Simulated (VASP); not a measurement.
Wanted: the native input for a VASP 6.6.1 run.

```
Task                   : single point
Functional             : PBE
Potentials or basis    : VASP PAW PBE potentials, release 64 (Mg, Te)
Cutoff                 : 520 eV
k mesh                 : 4 × 4 × 4
Occupations            : gaussian, width 0.2 eV
Spin                   : no spin polarisation
Dipole correction      : no
Further INCAR settings : ALGO = Fast; EDIFF = 1e-06; NBANDS = 20
```

The structure of Mg7Te lies in POSCAR:

```
Mg7Te
1.0
    0.0091175218      4.5595878678      4.5594409482
    4.5591684098      0.0084814548      4.5601048195
    4.5652245639      4.5662903530      0.0024287831
Mg Te
7 1
Direct
    0.5006326092      0.0005595878      0.4991884730
    0.4996512064      0.9991808186      0.0003135362
    0.4995375234      0.5000534340     -0.0012272649
    0.9983706048      0.5004126597      0.0007813893
    1.0008149029      0.5005622624      0.4997969068
    1.0004655416      0.0002099859      0.5003892166
    1.0000703308     -0.0000503597      0.0000452557
    0.5004572807      0.4990716113      0.5007124872
```

One way to write it, as run:

INCAR

```
PREC = Accurate ; ENCUT = 520
EDIFF = 1E-6 ; ISMEAR = 0
SIGMA = 0.2 ; LREAL = False
LASPH = True ; NELM = 100
ALGO = Fast ; ISIF = 2
LWAVE = False ; LCHARG = False
GGA = PE ; NBANDS = 20
```

KPOINTS

```
Automatic mesh
0
Gamma
  4 4 4
```

Potentials or basis: VASP PAW PBE potentials, release 64 (Mg, Te).

The run is started by

```bash
$ cat potpaw_PBE.64/Mg/POTCAR potpaw_PBE.64/Te/POTCAR > POTCAR
$ mpirun -np 1 vasp_std > vasp.out
```

It gave:

```yaml
Pressure: -0.1 GPa
Largest_force: 0.011 eV/Å
Band_gap_on_the_k_mesh: zero (bands 10 and 11 overlap by 1.21 eV)
```

Caveat: spin-orbit coupling is left out, which moves the levels of the heavy elements.

Run time: 3.4 min on 1 thread of Intel Xeon 8259CL, on a shared host, peak memory 0.4 GiB.
